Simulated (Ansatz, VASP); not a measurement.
**One calculation of PbSe, two programs**

```
CELL_PARAMETERS angstrom
0.00000 3.06969 3.06969
3.06969 0.00000 3.06969
3.06969 3.06969 0.00000
ATOMIC_POSITIONS crystal
Pb 0.00000 0.00000 0.00000
Se 0.50000 0.50000 0.50000
```

Alike in both runs: task single point; functional PBE; k mesh 3 × 3 × 3; no spin polarisation.

|  | VASP | Ansatz |
| --- | --- | --- |
| version | VASP 6.6.1 | Ansatz 0.2.0 |
| potentials or method | VASP PAW PBE potentials, release 64 (Pb_d, Se) | plane waves |
| plane-wave cutoff (eV) | 500 | 420 |
| occupations | gaussian, width 0.01 eV | fixed |
| valence electrons in the cell | 20 | 30 |

```tsv
	VASP	Ansatz	Ansatz less VASP
pressure (GPa)	1.0	1.0	+0.01
```

VASP's potentials hold 20 valence electrons a cell and Ansatz's 30, so a difference there can come from the potentials and not from the codes.

The k mesh is coarse, so the values compare programs but aren't converged. Neither program's run includes spin-orbit coupling.
